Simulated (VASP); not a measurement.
A run of VASP 6.6.1 is set up as follows.

Contents of INCAR:

```
SYSTEM = WSe2
  PREC = Accurate
  ENCUT = 600
  EDIFF = 1E-6
  ISMEAR = 0
  SIGMA = 0.02
  LREAL = .False.
  LASPH = .True.
  NELM = 80
  ALGO = Normal
  ISIF = 4
  LWAVE = .False.
  LCHARG = .False.
  GGA = PS
  IBRION = 2
  NSW = 50
  EDIFFG = -0.01
```

File KPOINTS:

```
regular mesh
0
Gamma
  12 12 2
  0 0 0
```

Contents of POSCAR:

```
WSe2
1.0
    3.2268819424      0.0000000000      0.0000000000
   -1.6134409712      2.7945617372      0.0000000000
    0.0000000000      0.0000000000     12.7707419337
W Se
2 4
Direct
    0.3333333333      0.6666666667      0.2500000000
    0.6666666667      0.3333333333      0.7500000000
    0.3333333333      0.6666666667      0.6201231709
    0.6666666667      0.3333333333      0.1201231709
    0.3333333333      0.6666666667      0.8798768291
    0.6666666667      0.3333333333      0.3798768291
```

Potentials or basis: VASP PAW PBE potentials, release 64 (W_sv, Se).

Launch:

```console
$ cat potpaw_PBE.64/W_sv/POTCAR potpaw_PBE.64/Se/POTCAR > POTCAR
$ mpirun -np 1 vasp_std > vasp.out
```

Question: What does it give for the band gap on the k mesh?

Answer: 0.79 eV, indirect (least direct gap 1.64 eV).

Forces on the atoms (eV/Å):
```
W    0.000  0.000  0.000
W    0.000  0.000  0.000
Se   0.000  0.000 -0.009
Se   0.000  0.000 -0.009
Se   0.000  0.000  0.009
Se   0.000  0.000  0.009
```

Caveat: the PAW data sets were made with another functional, which shifts forces and pressure a little; spin-orbit coupling is left out, which moves the levels of the heavy elements. A k mesh can miss the band edges.
